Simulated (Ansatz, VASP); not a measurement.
# One calculation of Mg4FeO3, two programs

Contents of INCAR:

```
ALGO = Normal
EDIFF = 1E-7
EDIFFG = -0.08
ENCUT = 600
GGA = PE
GGA_COMPAT = False
IBRION = 2
ISIF = 3
ISMEAR = 0
ISPIN = 2
LASPH = True
LCHARG = False
LMAXMIX = 4
LORBIT = 11
LREAL = False
LWAVE = False
MAGMOM = 0 0 0 0 4 0 0 0
NELM = 200
NELMIN = 4
NSW = 36
PREC = Accurate
SIGMA = 0.2
```

The input KPOINTS:

```
k-points
0
Gamma
  6 6 2
```

File POSCAR:

```
Mg4FeO3
1.0
    2.8977397000      0.0000000000      0.0000000000
    0.0000000000      2.8977397000      0.0000000000
    0.0000000000      0.0000000000     11.8257434500
Mg Fe O
4 1 3
Direct
    0.0000000000      0.0000000000      0.8575239800
    0.0000000000      0.0000000000      0.1424760200
    0.0000000000      0.0000000000      0.3809790000
    0.0000000000      0.0000000000      0.6190210000
    0.5000000000      0.5000000000      0.0000000000
    0.5000000000      0.5000000000      0.2627250000
    0.5000000000      0.5000000000      0.5000000000
    0.5000000000      0.5000000000      0.7372750000
```

Input for Ansatz:

```yaml
crystal:
  lattice:
    - [2.8977397, 0.0, 0.0]
    - [0.0, 2.8977397, 0.0]
    - [0.0, 0.0, 11.82574345]
  atoms:
    - { symbol: Mg, position: [0.0, 0.0, 0.85752398] }
    - { symbol: Mg, position: [0.0, 0.0, 0.14247602] }
    - { symbol: Mg, position: [0.0, 0.0, 0.380979] }
    - { symbol: Mg, position: [0.0, 0.0, 0.619021] }
    - { symbol: Fe, position: [0.5, 0.5, 0.0], spin: 4.0 }
    - { symbol: O, position: [0.5, 0.5, 0.262725] }
    - { symbol: O, position: [0.5, 0.5, 0.5] }
    - { symbol: O, position: [0.5, 0.5, 0.737275] }
basis:
  ecutwfc: 420
kpoints:
  mp_grid: { grid: [6, 6, 2] }
hamiltonian:
  xc: pbe
scf:
  occupations: { method: gaussian, width: 0.2 }
  lower_state_search: "off"
output:
  forces: true
  stress: true
  eigenvalues: true
  populations: true
magnetization:
  spin_polarized: true
relax:
  adjacent_minimum: "off"
  f_tol: 0.08
  max_steps: 16
  cell: { stress_tol: 0.8 }
```

Change from the starting cell: species swapped into the Al4Ni3Pt type (P4/mmm, No. 123).

Alike in both runs: task relaxation of cell and atoms; functional PBE; k mesh 6 × 6 × 2; occupations gaussian, width 0.2 eV; collinear spin.

|  | VASP | Ansatz |
| --- | --- | --- |
| version | VASP 6.6.1 | Ansatz 0.2.0 |
| potentials or method | VASP PAW PBE potentials, release 64 (Mg, Fe, O), cutoff 600 eV | scalar-relativistic, plane waves, PAW |
| valence electrons in the cell | 34 | 74 |

Ansatz gave:

| Quantity | Value |
| --- | --- |
| gap on the k mesh at the Fermi level, each at its own relaxed structure (eV) | none |
| net moment per atom (μB) | 0.28 |
| size of the moment on the site where the two differ most (μB) | 2.37 |
| relaxed volume (Å³/atom) | 10.89 |
| relaxed length of the cell vector where the two differ most in proportion (Å) | 2.676 |

Problem. What did VASP give for the same quantities?

Solution. gap on the k mesh at the Fermi level, each at its own relaxed structure (eV): none; net moment per atom (μB): 0.27; size of the moment on the site where the two differ most (μB): 2.32; relaxed volume (Å³/atom): 10.76; relaxed length of the cell vector where the two differ most in proportion (Å): 2.665.

Site moments also hang on the region over which each program counts them. A gap of «none» marks a metal or a gap that the smearing closes. VASP's potentials hold 34 valence electrons a cell and Ansatz's 74, so a difference there can come from the potentials and not from the codes.

The k mesh is coarse, so the values compare programs but aren't converged.
